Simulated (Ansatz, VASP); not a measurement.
**Two plane-wave programs on C**

```
C
1.0
     0.00000    1.82938    1.66108
     1.82938    0.00000    1.66108
     1.82938    1.82938    0.00000
C
2
Direct
  0.50000 0.50000 0.50000
  0.75000 0.75000 0.75000
```

Alike in both runs: task single point; functional PBE; k mesh 12 × 12 × 12; occupations gaussian, width 0.05 eV; no spin polarisation.

|  | VASP | Ansatz |
| --- | --- | --- |
| version | VASP 6.6.1 | Ansatz 0.2.0 |
| potentials or method | VASP PAW PBE potentials, release 64 (C), cutoff 520 eV | scalar-relativistic, plane waves, PAW |
| valence electrons in the cell | 8 | 8 |

Ansatz gave:

* gap on the k mesh at the Fermi level (eV): 1.83
* least direct gap on the mesh (eV): 4.05
* pressure (GPa): 11.1
* traceless stress, the component that is largest in VASP (GPa): 54.92

Problem. What did VASP give for the same quantities?

Solution. gap on the k mesh at the Fermi level (eV): 1.82; least direct gap on the mesh (eV): 4.05; pressure (GPa): 11.8; traceless stress, the component that is largest in VASP (GPa): 54.90.
